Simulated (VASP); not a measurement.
Set up this calculation in VASP 6.6.1, as the native input.

* Task: single point
* Functional: PBEsol
* Potentials or basis: VASP PAW PBE potentials, release 64 (Zr_sv, O)
* Cutoff: 520 eV
* k mesh: 9 × 9 × 8
* Occupations: gaussian, width 0.15 eV
* Spin: no spin polarisation
* Dipole correction: no
* Further INCAR settings: ALGO = Normal; EDIFF = 1e-06; NBANDS = 52

The structure of Zr3O lies in POSCAR:

```
Zr3O
1.0
    5.5250015459      0.0000000000      0.0000000000
   -2.7625007729      4.7847916947      0.0000000000
    0.0000000000      0.0000000000      5.2669839737
Zr O
6 2
Direct
    0.3461873000      0.0000000000      0.0000000000
    0.3461873000      0.3461873000      0.5000000000
    0.0000000000      0.3461873000      0.0000000000
    0.6538127000      0.0000000000      0.5000000000
    0.6538127000      0.6538127000      0.0000000000
    0.0000000000      0.6538127000      0.5000000000
    0.3333333333      0.6666666667      0.2500000000
    0.6666666667      0.3333333333      0.7500000000
```

This cell differs from its parent crystal: atoms shifted along a free coordinate, c/a of the conventional cell at fixed volume 0.9533.

The input as run:

INCAR

```
PREC = Accurate ; ENCUT = 520
EDIFF = 1E-6 ; ISMEAR = 0
SIGMA = 0.15 ; LREAL = F
LASPH = T ; NELM = 60
ALGO = Normal ; ISIF = 2
LWAVE = F ; LCHARG = F
GGA = PS ; NBANDS = 52
```

KPOINTS

```
regular mesh
0
Gamma
  9 9 8
```

Potentials or basis: VASP PAW PBE potentials, release 64 (Zr_sv, O).

Run with:

```bash
$ cat potpaw_PBE.64/Zr_sv/POTCAR potpaw_PBE.64/O/POTCAR > POTCAR
$ mpirun -np 1 vasp_std > vasp.out
```

Results of the run:

```yaml
Pressure: 1.4 GPa
Largest_force: 0.542 eV/Å
Band_gap_on_the_k_mesh: zero (bands 42 and 43 overlap by 0.53 eV)
```

Caveat: the PAW data sets were made with another functional, which shifts forces and pressure a little.

Run time: 3.9 min on 1 thread of Intel(R) Xeon(R) 6975P-C (Granite Rapids), with other jobs on the host, peak memory 0.46 GiB.
